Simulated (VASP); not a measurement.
# SnSe (R-3m) in VASP: notebook, part 3 of 3

VASP 6.6.1. The steps go on from the part before.

## 6. Single point, r2SCAN (epitaxial 111 strain +4.0%)

POSCAR

```
SnSe
1.0
   -0.1654318255      2.9567658544      2.9567658544
    2.9567658544     -0.1654318255      2.9567658544
    2.9567658544      2.9567658544     -0.1654318255
Sn Se
1 1
Direct
    0.0000000000      0.0000000000      0.0000000000
    0.5000000000      0.5000000000      0.5000000000
```

INCAR.step1

```
PREC     = Accurate       # precision mode
ENCUT    = 520            # plane-wave cutoff, eV
ISMEAR   = -1             # smearing method
SIGMA    = 0.02           # smearing width, eV
LREAL    = F              # projectors in reciprocal space
LASPH    = T              # aspherical terms in the spheres
NELM     = 60             # most SCF steps
NBANDS   = 17             # bands
GGA      = PE             # functional
ALGO     = Normal         # electronic algorithm
EDIFF    = 1E-4           # SCF threshold, eV
LWAVE    = T              # write WAVECAR
LCHARG   = F              # write CHGCAR
```

INCAR.step2

```
PREC     = Accurate       # precision mode
ENCUT    = 520            # plane-wave cutoff, eV
EDIFF    = 1E-6           # SCF threshold, eV
ISMEAR   = -1             # smearing method
SIGMA    = 0.02           # smearing width, eV
LREAL    = F              # projectors in reciprocal space
LASPH    = T              # aspherical terms in the spheres
NELM     = 60             # most SCF steps
ALGO     = Normal         # electronic algorithm
ISIF     = 2              # what is computed and relaxed
LWAVE    = F              # write WAVECAR
LCHARG   = F              # write CHGCAR
METAGGA  = R2SCAN         # meta-GGA
LMIXTAU  = T            
NBANDS   = 17             # bands
ISTART   = 1
```

KPOINTS

```
Automatic mesh
0
Gamma
  8 8 8
```

Potentials or basis: VASP PAW PBE potentials, release 64 (Sn_d, Se).

Command:

```sh
cat potpaw_PBE.64/Sn_d/POTCAR potpaw_PBE.64/Se/POTCAR > POTCAR
cp INCAR.step1 INCAR
mpirun -np 1 vasp_std > vasp.out
cp INCAR.step2 INCAR
mpirun -np 1 vasp_std > vasp.out
```

OUTCAR:

```text
PREC = Accurate
   ENCUT = 520
   EDIFF = 1E-6
   ISMEAR = -1
   LREAL = F
   LASPH = T
   NELM = 60
   ISIF = 2
   METAGGA = R2SCAN
   ISTART = 1

 ion  position               nearest neighbor table
   1  0.000  0.000  0.000-   2 3.04   2 3.04   2 3.04   2 3.04   2 3.04   2 3.04
   2  0.500  0.500  0.500-   1 3.04   1 3.04   1 3.04   1 3.04   1 3.04   1 3.04

  LATTYP: Found a trigonal (rhomboedric) cell.
 ALAT       =     4.1847695665
 COS(alpha) =     0.4433557900

  Lattice vectors:

 A1 = (  -0.1654318255,   2.9567658544,   2.9567658544)
 A2 = (   2.9567658544,  -0.1654318255,   2.9567658544)
 A3 = (   2.9567658544,   2.9567658544,  -0.1654318255)

Analysis of symmetry for initial positions (statically):
=====================================================================
 Subroutine PRICEL returns:
 Original cell was already a primitive cell.

 Routine SETGRP: Setting up the symmetry group for a
 trigonal (rhombohedral) supercell.

 Subroutine GETGRP returns: Found 12 space group operations
 (whereof 12 operations were pure point group operations)
 out of a pool of 12 trial point group operations.

[... 160 lines left out ...]

 E-fermi :   5.4696     XC(G=0): -10.0601

 val. band max:        5.4557542932   @ k =   0.5000   0.0000   0.0000
 cond. band min:       5.6289994980   @ k =   0.5000   0.3750   0.3750
 fundamental gap:      0.1732452048
 Fermi energy:         5.4695630754

 k-point     1 :       0.0000    0.0000    0.0000
  band No.  band energies     occupation
      1     -17.1704      2.00000
      2     -17.1704      2.00000
      3     -17.1668      2.00000
      4     -17.1580      2.00000
      5     -17.1580      2.00000
      6      -9.1083      2.00000
[... 457 lines left out ...]
      4     -17.1556      2.00000
      5     -17.1553      2.00000
      6      -8.5066      2.00000
[... 9 lines left out ...]
     16      15.2488      0.00000
     17      15.7122      0.00000

 [... further k-points ...]

------------------------ aborting loop because EDIFF is reached ----------------------------------------

  FORCE on cell =-STRESS in cart. coord.  units (eV):
  Direction    XX          YY          ZZ          XY          YZ          ZX
  --------------------------------------------------------------------------------------
  -------------------------------------------------------------------------------------
  Total       -0.5411508     -0.5411508     -0.5411508      0.3313456      0.3313456      0.3313456
  in kB      -15.4733291    -15.4733291    -15.4733291      9.4742904      9.4742904      9.4742904
  external PRESSURE =     -15.4733291 kB  Pullay stress =       0.0000000 kB

 VOLUME and BASIS-vectors are now :
 -----------------------------------------------------------------------------
  energy-cutoff  :      520.00
  volume of cell :       56.03
      direct lattice vectors                 reciprocal lattice vectors
    -0.165431825  2.956765854  2.956765854    -0.155534632  0.164752583  0.164752583
     2.956765854 -0.165431825  2.956765854     0.164752583 -0.155534632  0.164752583
     2.956765854  2.956765854 -0.165431825     0.164752583  0.164752583 -0.155534632

 POSITION                                       TOTAL-FORCE (eV/Angst)
 -----------------------------------------------------------------------------------
      0.00000      0.00000      0.00000         0.000000     -0.000000      0.000000
      2.87405      2.87405      2.87405        -0.000000      0.000000     -0.000000
 -----------------------------------------------------------------------------------
    total drift:                                0.000000     -0.000000     -0.000000

  FREE ENERGIE OF THE ION-ELECTRON SYSTEM (eV)
  ---------------------------------------------------
  free  energy   TOTEN  =       -39.8430756722 eV

  energy  without entropy=      -39.8429247507  energy(sigma->0) =      -39.84300021
```

OSZICAR.step1:

```text
N       E                     dE             d eps       ncg     rms          rms(c)
DAV:   1     0.132347224419E+03    0.13235E+03   -0.97336E+03  2242   0.142E+03
DAV:   2     0.457872394935E+01   -0.12777E+03   -0.12387E+03  2418   0.346E+02
DAV:   3    -0.806591614782E+01   -0.12645E+02   -0.12530E+02  2664   0.943E+01
DAV:   4    -0.839353509133E+01   -0.32762E+00   -0.32735E+00  2713   0.162E+01
DAV:   5    -0.840268592280E+01   -0.91508E-02   -0.91503E-02  3153   0.265E+00    0.295E+00
DAV:   6    -0.819312000193E+01    0.20957E+00   -0.53456E-01  3133   0.406E+00    0.172E+00
DAV:   7    -0.819210315407E+01    0.10168E-02   -0.87389E-02  2512   0.130E+00    0.899E-01
DAV:   8    -0.819437217041E+01   -0.22690E-02   -0.98082E-03  2648   0.851E-01    0.134E-01
DAV:   9    -0.819409447137E+01    0.27770E-03   -0.16707E-03  3096   0.310E-01    0.571E-02
DAV:  10    -0.819418094192E+01   -0.86471E-04   -0.20376E-04  2490   0.798E-02
   1 F= -.81941809E+01 E0= -.81940936E+01  d E =-.174732E-03
```

Wall time 70 s (1 thread of Intel Xeon 6975P-C (Granite Rapids), shared host); peak memory 0.22 GiB.

Results:

```yaml
Free_energy: -39.8431 eV
Pressure: -1.5 GPa
Band_gap_on_the_k_mesh: zero (bands 10 and 11 overlap by 0.15 eV)
```

Stress tensor (GPa, compression positive):
```
-1.55  0.95  0.95
 0.95 -1.55  0.95
 0.95  0.95 -1.55
```

Caveat: the cell differs from its parent crystal (epitaxial 111 strain +4.0%); the structure was generated, so it needn't be the stable form of SnSe; semilocal functionals underestimate gaps, and a narrow one can read as zero; the PAW data sets were made with another functional, which shifts forces and pressure a little; spin-orbit coupling is left out, which moves the levels of the heavy elements.

## 7. Overview

```csv
spin,cell,gap on the mesh (eV),pressure (GPa)
"non-collinear, zero start, SOC","a = 4.306 Å, angles 57.1°, 2 atoms",-,1.7
off,"a = 4.322 Å, angles 56.3°, 2 atoms",none,2.3
off,"a = 4.306 Å, angles 57.1°, 2 atoms",0.01,1.7
off,"a = 4.199 Å, angles 62.8°, 2 atoms",none,-1.1
off,"a = 4.185 Å, angles 63.7°, 2 atoms",none,-1.5
```

Alike in all rows: task single point; level r2SCAN; potentials or basis VASP PAW PBE potentials, release 64 (Sn_d, Se); k mesh 8 × 8 × 8; cutoff (eV) 520; smearing fermi-dirac 0.02 eV.

Caveats: the structure was generated, so it needn't be the stable form of SnSe; the PAW data sets were made with another functional, which shifts forces and pressure a little; semilocal functionals underestimate gaps, and a narrow one can read as zero (at least some runs); spin-orbit coupling is left out, which moves the levels of the heavy elements (at least some runs); the smearing spreads over this small gap (at least some runs).

Absolute energies hang on the potentials; compare differences alone.

The gap in the log of VASP goes by the Fermi energy; the results here count the filled bands.